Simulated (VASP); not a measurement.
# Cu (Fm-3m) in VASP: further runs

Cu is run at these levels: PBEsol; tasks: single point.

Program: VASP 6.6.1. These are calculated values, not measurements. Logs are shortened: lines on timing, memory, paths and dates and some standing lists are left out, and cuts for length are marked.

### 1 The cell of the first run

The structure is cubic, space group Fm-3m (No. 225). Conventional cell: a = 3.615 Å, b = 3.615 Å, c = 3.615 Å, α = 90.00°, β = 90.00°, γ = 90.00°. Cu (site symmetry m-3m) has 12 Cu at 2.56 Å within 3.4 Å.

### 2 Single point, PBEsol

File INCAR:

```
SYSTEM = Cu
PREC = Accurate
ENCUT = 520
EDIFF = 1E-7
ISMEAR = 0
SIGMA = 0.15
LREAL = .FALSE.
LASPH = .TRUE.
NELM = 100
ALGO = Fast
ISIF = 2
LWAVE = .FALSE.
LCHARG = .TRUE.
GGA = PS
LELF = .TRUE.
LVHAR = .TRUE.
NBANDS = 12
```

File KPOINTS:

```
Automatic mesh
0
G
  22 22 22
  0 0 0
```

File POSCAR:

```
Cu
1.0
    0.0000000000      1.8075000000      1.8075000000
    1.8075000000      0.0000000000      1.8075000000
    1.8075000000      1.8075000000      0.0000000000
Cu
1
Direct
    0.0000000000      0.0000000000      0.0000000000
```

Potentials or basis: VASP PAW PBE potentials, release 64 (Cu).

Started as:

```
cat potpaw_PBE.64/Cu/POTCAR > POTCAR
mpirun -np 1 vasp_std > vasp.out
```

OUTCAR:

```text
SYSTEM = Cu
   PREC = Accurate
   ENCUT = 520
   EDIFF = 1E-7
   ISMEAR = 0
   LREAL = .FALSE.
   LASPH = .TRUE.
   NELM = 100
   ISIF = 2
   GGA = PS

 ion  position               nearest neighbor table
   1  0.000  0.000  0.000-

  LATTYP: Found a face centered cubic cell.
 ALAT       =     3.6150000000

  Lattice vectors:

 A1 = (   0.0000000000,   1.8075000000,   1.8075000000)
 A2 = (   1.8075000000,   0.0000000000,   1.8075000000)
 A3 = (   1.8075000000,   1.8075000000,   0.0000000000)

Analysis of symmetry for initial positions (statically):
=====================================================================
 Subroutine PRICEL returns:
 Original cell was already a primitive cell.

 Routine SETGRP: Setting up the symmetry group for a
 face centered cubic supercell.

 Subroutine GETGRP returns: Found 48 space group operations
 (whereof 48 operations were pure point group operations)
 out of a pool of 48 trial point group operations.

The static configuration has the point symmetry O_h .

Analysis of symmetry for dynamics (positions and initial velocities):
=====================================================================
 Subroutine PRICEL returns:
 Original cell was already a primitive cell.

 Routine SETGRP: Setting up the symmetry group for a
 face centered cubic supercell.

 Subroutine GETGRP returns: Found 48 space group operations
 (whereof 48 operations were pure point group operations)
 out of a pool of 48 trial point group operations.

The dynamic configuration has the point symmetry O_h .

 Subroutine INISYM returns: Found 48 space group operations
 (whereof 48 operations are pure point group operations),
 and found     1 'primitive' translations

----------------------------------------------------------------------------------------

                                     Primitive cell

  volume of cell :      11.8104

  direct lattice vectors                    reciprocal lattice vectors
     0.000000000  1.807500000  1.807500000    -0.276625173  0.276625173  0.276625173
     1.807500000  0.000000000  1.807500000     0.276625173 -0.276625173  0.276625173
     1.807500000  1.807500000  0.000000000     0.276625173  0.276625173 -0.276625173

  length of vectors
     2.556191014  2.556191014  2.556191014     0.479128854  0.479128854  0.479128854

  position of ions in fractional coordinates (direct lattice)
     0.000000000  0.000000000  0.000000000

  ion indices of the primitive-cell ions
   primitive index   ion index
                 1           1

----------------------------------------------------------------------------------------

 KPOINTS: Automatic mesh

Automatic generation of k-mesh.
 Grid dimensions read from file:
 generate k-points for:   22   22   22

 Generating k-lattice:

  Cartesian coordinates                     Fractional coordinates (reciprocal lattice)
    -0.012573871  0.012573871  0.012573871     0.045454545  0.000000000  0.000000000
     0.012573871 -0.012573871  0.012573871     0.000000000  0.045454545  0.000000000
     0.012573871  0.012573871 -0.012573871     0.000000000  0.000000000  0.045454545

  Length of vectors
     0.021778584  0.021778584  0.021778584

  Shift w.r.t. Gamma in fractional coordinates (k-lattice)
     0.000000000  0.000000000  0.000000000

 Subroutine IBZKPT returns following result:
 ===========================================

 Found    328 irreducible k-points:

 Following reciprocal coordinates:
            Coordinates               Weight
  0.000000  0.000000  0.000000      1.000000
  0.045455  0.000000  0.000000      8.000000
  0.090909  0.000000  0.000000      8.000000
  0.136364  0.000000  0.000000      8.000000
  0.181818  0.000000  0.000000      8.000000
  0.227273  0.000000  0.000000      8.000000
[... 16 lines left out ...]
  0.500000  0.045455  0.000000     24.000000
 -0.454545  0.045455  0.000000     24.000000
 [... further k-points ...]
   k-points           NKPTS =    328   k-points in BZ     NKDIM =    328   number of bands    NBANDS=     12
   number of dos      NEDOS =    301   number of ions     NIONS =      1
   total plane-waves  NPLWV =   8000
   dimension x,y,z NGX =    20 NGY =   20 NGZ =   20
   dimension x,y,z NGXF=    40 NGYF=   40 NGZF=   40
   ions per type =               1
   NGX,Y,Z   is equivalent  to a cutoff of  13.01, 13.01, 13.01 a.u.
   NGXF,Y,Z  is equivalent  to a cutoff of  26.01, 26.01, 26.01 a.u.
 SYSTEM =  Cu
   PREC   = accura    normal or accurate (medium, high low for compatibility)
   ISTART =      0    job   : 0-new  1-cont  2-samecut
   ICHARG =      2    charge: 1-file 2-atom 10-const
   ISPIN  =      1    spin polarized calculation?
   LNONCOLLINEAR =      F non collinear calculations
   LSORBIT =      F    spin-orbit coupling
   LASPH  =      T    aspherical Exc in radial PAW
   ENCUT  =  520.0 eV  38.22 Ry    6.18 a.u.   4.75  4.75  4.75*2*pi/ulx,y,z
   NELM   =    100;   NELMIN=  2; NELMDL= -5     # of ELM steps
   EDIFF  = 0.1E-06   stopping-criterion for ELM
   LREAL  =      F    real-space projection
   EDIFFG = 0.1E-05   stopping-criterion for IOM
   NSW    =      0    number of steps for IOM
   IBRION =     -1    ionic relax: 0-MD 1-quasi-New 2-CG
   NFREE  =      0    steps in history (QN), initial steepest desc. (CG)
   ISIF   =      2    stress and relaxation
   ISYM   =      2    0-nonsym 1-usesym 2-fastsym
   POTIM  = 0.5000    time-step for ionic-motion
   TEBEG  =    0.0;   TEEND  =   0.0 temperature during run
   PSTRESS=    0.0 pullay stress
   NELECT =      11.0000    total number of electrons
   NUPDOWN=      -1.0000    fix difference up-down
   EMIN   =  10.00;   EMAX   =-10.00  energy-range for DOS
   EFERMI =   0.00;   METHOD = LEGACY
   ISMEAR =     0;   SIGMA  =   0.15  broadening in eV -4-tet -1-fermi 0-gaus
   EFERMI_NEDOS =   21; number of points for ismear=-14 and -15
   IALGO  =     68    algorithm
   IMIX   =      4    mixing-type and parameters
     AMIX     =   0.40;   BMIX     =  1.00
     AMIX_MAG =   1.60;   BMIX_MAG =  1.00
  volume/ion in A,a.u.               =      11.81        79.70
  Fermi-wavevector in a.u.,A,eV,Ry     =   1.598763  3.021224 34.777078  2.556043
  Thomas-Fermi vector in A             =   2.696162
   LORBIT       =      0    0 simple, 1 ext, 2 COOP (PROOUT), +10 PAW based schemes
   GGA     = PS    functional components
   LHFCALC =     F    Hartree Fock is set to
   AEXX    =    0.0000 exact exchange contribution
   IVDW    =     0    specifies the selected vdW correction
   LEPSILON=     F    determine dielectric tensor
   LRPA    =     F    only Hartree local field effects (RPA)
 non-spin polarized calculation
 RMM-DIIS sequential band-by-band and
 Gauss-broadening in eV      SIGMA  =   0.15
  energy-cutoff  :      520.00
  volume of cell :       11.81
 maximum number of plane-waves:       332
   NGX =  9   NGY =  9   NGZ =  9

 number of electron      11.0000001 magnetization

 Free energy of the ion-electron system (eV)
  ---------------------------------------------------
  ext. energy  EPLUGINS =         0.00000000
  ---------------------------------------------------
  free energy    TOTEN  =        -4.30297982 eV

  energy without entropy =       -4.30019736  energy(sigma->0) =       -4.30158859

 E-fermi :   7.3854     XC(G=0): -12.9077

 val. band max:        7.3692610219   @ k =   0.5000   0.3182   0.1364
 cond. band min:       7.4448791220   @ k =   0.4545   0.3182   0.0000
 fundamental gap:      0.0756181001
 Fermi energy:         7.3854344673

 k-point     1 :       0.0000    0.0000    0.0000
  band No.  band energies     occupation
      1      -1.9884      2.00000
      2       4.3741      2.00000
      3       4.3741      2.00000
      4       4.3741      2.00000
      5       5.2061      2.00000
      6       5.2061      2.00000
      7      29.9829      0.00000
      8      32.5967      0.00000
      9      32.5967      0.00000
     10      32.5967      0.00000
     11      35.0741      0.00000
     12      35.0741      0.00000

 k-point     2 :       0.0455    0.0000    0.0000
  band No.  band energies     occupation
      1      -1.9131      2.00000
      2       4.3578      2.00000
      3       4.3886      2.00000
      4       4.3886      2.00000
      5       5.2002      2.00000
      6       5.2002      2.00000
      7      29.5884      0.00000
      8      31.4899      0.00000
      9      32.3354      0.00000
     10      32.3354      0.00000
     11      35.4431      0.00000
     12      35.4432      0.00000

 k-point     3 :       0.0909    0.0000    0.0000
  band No.  band energies     occupation
      1      -1.6885      2.00000
      2       4.3121      2.00000
      3       4.4285      2.00000
      4       4.4285      2.00000
      5       5.1862      2.00000
      6       5.1862      2.00000
      7      27.8893      0.00000
      8      30.7823      0.00000
      9      31.8057      0.00000
     10      31.8057      0.00000
     11      36.2766      0.00000
     12      36.3519      0.00000
[... 286 lines left out ...]
 k-point    23 :       0.5000    0.0455    0.0000
  band No.  band energies     occupation
      1       2.3450      2.00000
      2       4.3181      2.00000
      3       4.3695      2.00000
      4       5.4614      2.00000
      5       5.7751      2.00000
      6       6.6871      2.00000
      7      11.2221      0.00000
      8      27.8482      0.00000
      9      28.7714      0.00000
     10      28.9325      0.00000
     11      33.1562      0.00000
     12      33.3547      0.00000

 k-point    24 :      -0.4545    0.0455    0.0000
  band No.  band energies     occupation
      1       2.3308      2.00000
      2       4.3246      2.00000
      3       4.3699      2.00000
      4       5.4467      2.00000
      5       5.7445      2.00000
      6       6.5844      2.00000
      7      11.4167      0.00000
      8      27.6130      0.00000
      9      28.9248      0.00000
     10      29.1922      0.00000
     11      32.8325      0.00000
     12      33.5872      0.00000

 [... further k-points ...]

------------------------ aborting loop because EDIFF is reached ----------------------------------------

  FORCE on cell =-STRESS in cart. coord.  units (eV):
  Direction    XX          YY          ZZ          XY          YZ          ZX
  --------------------------------------------------------------------------------------
  -------------------------------------------------------------------------------------
  Total       -0.4097442     -0.4097442     -0.4097442      0.0000000     -0.0000000      0.0000000
  in kB      -55.5851104    -55.5851104    -55.5851104      0.0000000     -0.0000000      0.0000000
  external PRESSURE =     -55.5851104 kB  Pullay stress =       0.0000000 kB

 VOLUME and BASIS-vectors are now :
 -----------------------------------------------------------------------------
  energy-cutoff  :      520.00
  volume of cell :       11.81
      direct lattice vectors                 reciprocal lattice vectors
     0.000000000  1.807500000  1.807500000    -0.276625173  0.276625173  0.276625173
     1.807500000  0.000000000  1.807500000     0.276625173 -0.276625173  0.276625173
     1.807500000  1.807500000  0.000000000     0.276625173  0.276625173 -0.276625173

 POSITION                                       TOTAL-FORCE (eV/Angst)
 -----------------------------------------------------------------------------------
      0.00000      0.00000      0.00000        -0.000000      0.000000      0.000000
 -----------------------------------------------------------------------------------
    total drift:                                0.000000      0.000000      0.000000

  FREE ENERGIE OF THE ION-ELECTRON SYSTEM (eV)
  ---------------------------------------------------
  free  energy   TOTEN  =        -4.3029798162 eV

  energy  without entropy=       -4.3001973607  energy(sigma->0) =       -4.30158859
```

Run time: 38 s. Hardware: 1 thread of Intel Xeon Platinum 8375C at 2.90GHz (Ice Lake), shared host; peak memory 0.16 GiB.

What came out:

```yaml
Free_energy: -4.3030 eV
Pressure: -5.6 GPa
```

Caveat: the PAW data sets were made with another functional, which shifts forces and pressure a little.

(Part 1 of 2 ends here.)
